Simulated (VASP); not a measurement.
Write the native input for VASP 6.6.1 that does the following.

- Task: single point
- Functional: PBE
- Potentials or basis: VASP PAW PBE potentials, release 64 (Sr_sv)
- Cutoff: 500 eV
- k mesh: 7 × 7 × 7
- Occupations: fermi-dirac, width 0.05 eV
- Spin: no spin polarisation
- Dipole correction: no
- Further INCAR settings: ALGO = Normal; EDIFF = 1e-06; NBANDS = 11

The structure of Sr lies in POSCAR:

```
Sr
1.0
    0.0000000000      3.0012321217      3.0012321217
    3.0012321217      0.0000000000      3.0012321217
    3.0012321217      3.0012321217      0.0000000000
Sr
1
Direct
    0.0000000000      0.0000000000      0.0000000000
```

These files were run (other wordings do the same):

INCAR

```
ALGO     = Normal         # electronic algorithm
EDIFF    = 1E-6           # SCF threshold, eV
ENCUT    = 500            # plane-wave cutoff, eV
GGA      = PE             # functional
GGA_COMPAT= False        
ISIF     = 2              # what is computed and relaxed
ISMEAR   = -1             # smearing method
LASPH    = True           # aspherical terms in the spheres
LCHARG   = False          # write CHGCAR
LREAL    = False          # projectors in reciprocal space
LWAVE    = False          # write WAVECAR
NBANDS   = 11             # bands
NELM     = 120            # most SCF steps
PREC     = Accurate       # precision mode
SIGMA    = 0.05           # smearing width, eV
```

KPOINTS

```
k-points
0
Gamma
  7 7 7
```

Potentials or basis: VASP PAW PBE potentials, release 64 (Sr_sv).

Run with:

```bash
$ cat potpaw_PBE.64/Sr_sv/POTCAR > POTCAR
$ mpirun -np 1 vasp_std > vasp.out
```

Results of the run:

```json
{
  "Pressure": "0.2 GPa",
  "Band gap on the k mesh": "0.06 eV, indirect (least direct gap 0.30 eV)"
}
```

It took 4.2 s on 1 thread of Intel(R) Xeon(R) 6975P-C (Granite Rapids), on a shared host, peak memory 0.16 GiB.
